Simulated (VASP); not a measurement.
BaF2: single point with LDA

The system is BaF2.

```
Ba F
1.0
     0.03100    3.11555    3.11555
     3.11555    0.03100    3.11555
     3.11555    3.11555    0.03100
Ba F
1 2
Cartesian
  0.0000 0.0000 0.0000
  1.5655 1.5655 1.5655
  4.6966 4.6966 4.6966
```

This cell differs from its parent crystal: equal xy, yz and zx shear strains of +1 %.

```json
{
  "Program": "VASP 6.6.1",
  "Task": "single point",
  "Functional": "LDA",
  "Potentials or basis": "VASP PAW LDA potentials, release 64 (Ba_sv, F)",
  "Cutoff": "600 eV",
  "k mesh": "8 × 8 × 8",
  "Occupations": "fermi-dirac, width 0.01 eV",
  "Spin": "no spin polarisation",
  "Dipole correction": "no",
  "Further INCAR settings": "ALGO = Normal; EDIFF = 1e-06; NBANDS = 19"
}
```

The pressure is -3.4 GPa and the largest force is 0.039 eV/Å. The band gap on the k mesh is 6.39 eV, indirect (least direct gap 6.47 eV).

Forces on the atoms (eV/Å):
```
Ba   0.000  0.000  0.000
F   -0.022 -0.022 -0.022
F    0.022  0.022  0.022
```

Stress tensor (GPa, compression positive):
```
-3.44 -0.33 -0.33
-0.33 -3.44 -0.33
-0.33 -0.33 -3.44
```

Levels at points of the mesh, in eV from the valence-band top:
| k point | band 10 | band 11 | band 12 | band 13 | band 14 | band 15 |
| --- | --- | --- | --- | --- | --- | --- |
| (0.00, 0.00, 0.00) | -0.10 | -0.08 | -0.08 | 6.39 | 9.07 | 9.07 |
| (0.50, 0.00, 0.00) | -0.35 | -0.20 | -0.15 | 8.94 | 8.99 | 9.11 |
| (0.50, 0.50, 0.00) | -0.35 | -0.32 | -0.14 | 7.00 | 8.88 | 10.65 |
| (0.50, 0.50, 0.50) | -0.40 | -0.18 | -0.18 | 8.92 | 9.06 | 9.06 |

It took 63 s on 1 thread of Intel(R) Xeon(R) Platinum 8259CL CPU @ 2.50GHz (Skylake/Cascade Lake), on a shared host, peak memory 0.22 GiB.

Caveat: the cell differs from its parent crystal (equal xy, yz and zx shear strains of +1 %); spin-orbit coupling is left out, which moves the levels of the heavy elements. A k mesh can miss the band edges.
